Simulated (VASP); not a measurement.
# ZrGe2Pd3 (P6/mmm) in VASP: further runs, part 2 of 2

VASP 6.6.1.

### Step 4. Relaxation of cell and atoms, PBE

This run uses another cell than the first one, of 17.75 Å³/atom.

Contents of INCAR:

```
SYSTEM = ZrGe2Pd3
ALGO = Normal
EDIFF = 1E-7
EDIFFG = -0.08
ENCUT = 600
GGA = PE
IBRION = 2
ISIF = 3
ISMEAR = 0
LASPH = .TRUE.
LCHARG = .FALSE.
LREAL = .FALSE.
LWAVE = .FALSE.
NELM = 80
NSW = 36
PREC = Accurate
SIGMA = 0.2
```

Contents of KPOINTS:

```
k-points
0
G
  4 4 3
  0 0 0
```

Contents of POSCAR:

```
ZrGe2Pd3
1.0
    4.2893322100      0.0000000000      0.0000000000
   -2.1446661100      3.7146706600      0.0000000000
    0.0000000000      0.0000000000      6.6847700200
Zr Ge Pd
1 2 3
Direct
    0.0000000000      0.0000000000      0.0000000000
    0.0000000000      0.0000000000      0.6738433200
    0.0000000000      0.0000000000      0.3261566800
    0.5000000000      0.0000000000      0.5000000000
    0.0000000000      0.5000000000      0.5000000000
    0.5000000000      0.5000000000      0.5000000000
```

Potentials or basis: VASP PAW PBE potentials, release 64 (Zr_sv, Ge_d, Pd).

On the command line:

```
$ cat potpaw_PBE.64/Zr_sv/POTCAR potpaw_PBE.64/Ge_d/POTCAR potpaw_PBE.64/Pd/POTCAR > POTCAR
$ mpirun -np 1 vasp_std > vasp.out
```

OUTCAR:

```text
SYSTEM = ZrGe2Pd3
   EDIFF = 1E-7
   EDIFFG = -0.08
   ENCUT = 600
   GGA = PE
   IBRION = 2
   ISIF = 3
   ISMEAR = 0
   LASPH = .TRUE.
   LREAL = .FALSE.
   NELM = 80
   NSW = 36
   PREC = Accurate

 ion  position               nearest neighbor table
   1  0.000  0.000  0.000-   2 2.18   3 2.18
   2  0.000  0.000  0.674-   1 2.18   3 2.32   6 2.44   6 2.44   4 2.44   4 2.44   5 2.44   5 2.44

   3  0.000  0.000  0.326-   1 2.18   2 2.32   6 2.44   6 2.44   4 2.44   4 2.44   5 2.44   5 2.44

   4  0.500  0.000  0.500-   5 2.14   5 2.14   6 2.14   6 2.14   2 2.44   2 2.44   3 2.44   3 2.44

   5  0.000  0.500  0.500-   4 2.14   4 2.14   6 2.14   6 2.14   2 2.44   3 2.44   2 2.44   3 2.44

   6  0.500  0.500  0.500-   5 2.14   5 2.14   4 2.14   4 2.14   2 2.44   3 2.44   2 2.44   3 2.44

  LATTYP: Found a hexagonal cell.
 ALAT       =     4.2893322100
 C/A-ratio  =     1.5584640435

  Lattice vectors:

 A1 = (   4.2893322100,   0.0000000000,   0.0000000000)
 A2 = (  -2.1446661100,   3.7146706600,   0.0000000000)
 A3 = (   0.0000000000,   0.0000000000,   6.6847700200)

Analysis of symmetry for initial positions (statically):
=====================================================================
 Subroutine PRICEL returns:
 Original cell was already a primitive cell.

 Routine SETGRP: Setting up the symmetry group for a
 hexagonal supercell.

 Subroutine GETGRP returns: Found 24 space group operations
 (whereof 24 operations were pure point group operations)
 out of a pool of 24 trial point group operations.
[... 129 lines left out ...]
  Thomas-Fermi vector in A             =   2.543948
   LORBIT       =      0    0 simple, 1 ext, 2 COOP (PROOUT), +10 PAW based schemes
   GGA     = PE    functional components
   LHFCALC =     F    Hartree Fock is set to
   AEXX    =    0.0000 exact exchange contribution
   IVDW    =     0    specifies the selected vdW correction
   LEPSILON=     F    determine dielectric tensor
   LRPA    =     F    only Hartree local field effects (RPA)
 conjugate gradient relaxation of ions
 non-spin polarized calculation
 Gauss-broadening in eV      SIGMA  =   0.20
  energy-cutoff  :      600.00
  volume of cell :      106.51
 maximum number of plane-waves:      3579
 NGX is ok and might be reduce to    36
   NGX = 17   NGY = 17   NGZ = 27

--------------------------------------- Ionic step        1  -------------------------------------------

 number of electron      70.0000019 magnetization

 Free energy of the ion-electron system (eV)
  ---------------------------------------------------
  ext. energy  EPLUGINS =         0.00000000
  ---------------------------------------------------
  free energy    TOTEN  =       -15.58568783 eV

  energy without entropy =      -15.51521023  energy(sigma->0) =      -15.55044903

 E-fermi :   8.7954     XC(G=0): -11.3369

 val. band max:        8.7849034626   @ k =   0.2500  -0.0000   0.0000
 cond. band min:       8.9383600223   @ k =   0.2500  -0.0000   0.3333
 fundamental gap:      0.1534565597
 Fermi energy:         8.7954118374
[... 1044 lines left out ...]
--------------------------------------- Ionic step        9  -------------------------------------------

 number of electron      70.0000045 magnetization

 Free energy of the ion-electron system (eV)
  ---------------------------------------------------
  ext. energy  EPLUGINS =         0.00000000
  ---------------------------------------------------
  free energy    TOTEN  =       -28.94192816 eV

  energy without entropy =      -28.83462912  energy(sigma->0) =      -28.88827864

 E-fermi :   3.7036     XC(G=0):  -9.0210

 val. band max:        3.5886999126   @ k =   0.2500   0.2500   0.0000
 cond. band min:       3.7369714695   @ k =   0.2500   0.2500   0.3333
 fundamental gap:      0.1482715569
 Fermi energy:         3.7036031675
[... 391 lines left out ...]
  FREE ENERGIE OF THE ION-ELECTRON SYSTEM (eV)
  ---------------------------------------------------
  free  energy   TOTEN  =       -28.9419281635 eV

  energy  without entropy=      -28.8346291238  energy(sigma->0) =      -28.88827864

 reached required accuracy - stopping structural energy minimisation
```

Run time: 5.9 min. Hardware: 1 thread of Intel Xeon 6975P-C (Granite Rapids), shared host; peak memory 0.28 GiB.

Results:

```
Free energy                           : -28.9419 eV
Relaxed volume                        : 28.69 Å³/atom
Relaxed cell                          : a = 5.075 Å, b = 5.075 Å, c = 7.718 Å, α = 90.00°, β = 90.00°, γ = 120.00°
Space group after relaxing (to 0.1 Å) : P6/mmm (No. 191)
Energy gained by relaxing             : 2226.0 meV/atom
Ionic steps                           : 9
Pressure after relaxing               : 0.2 GPa
Largest force after relaxing          : 0.044 eV/Å
Band gap on the k mesh                : zero (bands 35 and 36 overlap by 0.44 eV)
```

Forces in eV/Å, atoms in the order of the input:
```
Zr   0.000  0.000  0.000
Ge   0.000  0.000  0.044
Ge   0.000  0.000 -0.044
Pd   0.000  0.000  0.000
Pd   0.000  0.000  0.000
Pd   0.000  0.000  0.000
```

The path:
| step | energy change (eV) | largest force (eV/Å) | pressure (GPa) | volume (Å³) |
| --- | --- | --- | --- | --- |
| 1 | 0.0000 | 0.8962 | 98.48 | 106.51 |
| 2 | -2.8322 | 0.7325 | -8.38 | 377.16 |
| 3 | -12.7555 | 1.8659 | -5.33 | 190.72 |
| 4 | -13.0048 | 1.9768 | -3.24 | 181.84 |
| 5 | -13.1181 | 2.1185 | 0.78 | 169.95 |
| 6 | -13.1212 | 2.1008 | 0.15 | 171.53 |
| 7 | -13.3506 | 0.1821 | -0.36 | 173.47 |
| 8 | -13.3507 | 0.1653 | -0.35 | 173.48 |
| 9 | -13.3562 | 0.0441 | 0.18 | 172.15 |

Final structure:
```yaml
crystal:
  lattice:
    - [5.07481, 0.00000, 0.00000]
    - [-2.53741, 4.39492, 0.00000]
    - [0.00000, 0.00000, 7.71843]
  atoms:
    - { symbol: Zr, position: [0.00000, 0.00000, 0.00000] }
    - { symbol: Ge, position: [0.00000, 0.00000, 0.65773] }
    - { symbol: Ge, position: [0.00000, 0.00000, 0.34227] }
    - { symbol: Pd, position: [0.50000, 0.00000, 0.50000] }
    - { symbol: Pd, position: [0.00000, 0.50000, 0.50000] }
    - { symbol: Pd, position: [0.50000, 0.50000, 0.50000] }
```

Levels at points of the mesh, in eV from the Fermi level:
```tsv
k point	band 32	band 33	band 34	band 35	band 36	band 37	band 38	band 39
(0.00, 0.00, 0.00)	-0.94	-0.47	-0.47	0.22	0.22	0.36	0.36	0.97
(0.50, 0.00, 0.00)	-1.06	-0.87	-0.53	-0.33	0.06	0.78	0.88	1.09
```

Caveat: the k points lie up to 0.36 Å⁻¹ apart in the final cell; the volume moved by over 15 % at a fixed basis, so the end points are rough; the relaxation stopped at a loose force limit of 0.08 eV/Å, so its end isn't a converged minimum.

### Step 5. The runs side by side

| task | cell | k mesh | cutoff (eV) | gap on the mesh (eV) | pressure (GPa) | relaxed volume (Å³/atom) | largest force (eV/Å) |
| --- | --- | --- | --- | --- | --- | --- | --- |
| single point | a = 4.473, b = 4.473, c = 9.933 Å, angles 90.0, 90.0, 120.0°, 6 atoms, atomic positions A | 5 × 5 × 2 | 520 | none | 0.3 | - | 0.10 |
| relaxation of cell and atoms | relaxed from a = 4.492, b = 4.492, c = 5.712 Å, angles 90.0, 90.0, 120.0°, 6 atoms, atomic positions B | 4 × 4 × 3 | 600 | none | 0.0 | 31.90 | 0.07 |
| relaxation of cell and atoms | relaxed from a = 4.289, b = 4.289, c = 6.685 Å, angles 90.0, 90.0, 120.0°, 6 atoms, atomic positions C | 4 × 4 × 3 | 600 | none | 0.2 | 28.69 | 0.04 |

Alike in all rows: level PBE; potentials or basis VASP PAW PBE potentials, release 64 (Zr_sv, Ge_d, Pd); no spin polarisation; smearing gaussian 0.2 eV.

Caveats: some runs use coarse meshes; the volume moved by over 15 % at a fixed basis, so the end points are rough (at least some runs); the relaxation stopped at a loose force limit of 0.08 eV/Å, so its end isn't a converged minimum (at least some runs).

Absolute energies hang on the potentials; compare differences alone.
